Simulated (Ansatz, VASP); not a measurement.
**One calculation of C, two programs**

POSCAR

```
C
1.0
    2.5725856773      0.0000000000      0.0000000000
   -1.2862928387      2.2279245500      0.0000000000
    0.0000000000      0.0000000000      7.8663083936
C
8
Direct
    0.0000000000      0.0000000000      0.0929334757
    0.0000000000      0.0000000000      0.5929334757
    0.0000000000      0.0000000000      0.4070665243
    0.0000000000      0.0000000000      0.9070665243
    0.3333333333      0.6666666667      0.1554962089
    0.6666666667      0.3333333333      0.6554962089
    0.3333333333      0.6666666667      0.3445037911
    0.6666666667      0.3333333333      0.8445037911
```

INCAR.step1

```
SYSTEM = C
  PREC = Accurate
  ENCUT = 520
  ISMEAR = 0
  SIGMA = 0.05
  LREAL = .FALSE.
  LASPH = .TRUE.
  NELM = 100
  NBANDS = 26
  GGA = PE
  ALGO = Normal
  EDIFF = 1E-4
  LWAVE = .TRUE.
  LCHARG = .FALSE.
```

The input INCAR.step2:

```
SYSTEM = C
  PREC = Accurate
  ENCUT = 520
  EDIFF = 1E-7
  ISMEAR = 0
  SIGMA = 0.05
  LREAL = .FALSE.
  LASPH = .TRUE.
  NELM = 100
  ALGO = Normal
  ISIF = 2
  LWAVE = .FALSE.
  LCHARG = .TRUE.
  METAGGA = R2SCAN
  LMIXTAU = .TRUE.
  LELF = .TRUE.
  LVHAR = .TRUE.
  NBANDS = 26
  ISTART = 1
```

KPOINTS

```
regular mesh
0
G
  12 12 4
  0 0 0
```

Input for Ansatz:

```yaml
crystal:
  lattice:
    - [2.5725856773, 0.0, 0.0]
    - [-1.2862928387, 2.22792455, 0.0]
    - [0.0, 0.0, 7.8663083936]
  atoms:
    - { symbol: C, position: [0.0, 0.0, 0.0929334757] }
    - { symbol: C, position: [0.0, 0.0, 0.5929334757] }
    - { symbol: C, position: [0.0, 0.0, 0.4070665243] }
    - { symbol: C, position: [0.0, 0.0, 0.9070665243] }
    - { symbol: C, position: [0.3333333333, 0.6666666667, 0.1554962089] }
    - { symbol: C, position: [0.6666666667, 0.3333333333, 0.6554962089] }
    - { symbol: C, position: [0.3333333333, 0.6666666667, 0.3445037911] }
    - { symbol: C, position: [0.6666666667, 0.3333333333, 0.8445037911] }
basis:
  ecutwfc: 500
kpoints:
  mp_grid: { grid: [12, 12, 4] }
hamiltonian:
  xc: r2scan
scf:
  occupations: { method: gaussian, width: 0.05 }
output:
  forces: true
  stress: true
  eigenvalues: true
```

Change from the starting cell: strain +0.025 along x and y, -0.050 along z, atoms carried along.

Alike in both runs: task single point; functional r2SCAN; k mesh 12 × 12 × 4; occupations gaussian, width 0.05 eV; no spin polarisation.

```csv
,VASP,Ansatz
version,VASP 6.6.1,Ansatz 0.2.0
potentials or method,"VASP PAW PBE potentials, release 64 (C), cutoff 520 eV","scalar-relativistic, plane waves, PAW"
valence electrons in the cell,32,32
```

```csv
,VASP,Ansatz,Ansatz less VASP
gap on the k mesh at the Fermi level (eV),3.69,3.72,+0.025
least direct gap on the mesh (eV),4.59,4.64,+0.046
pressure (GPa),5.8,4.7,-1.14
"traceless stress, the component that is largest in VASP (GPa)",68.40,67.97,-0.429
rms of the force components (eV/Å),0.274,0.258,-0.0164
```

VASP's potentials were made for PBE, not for r2SCAN. Atom by atom the forces differ by 0.017 eV/Å (rms over components). With one functional, cell and mesh, what is left measures potentials, basis and numerics.
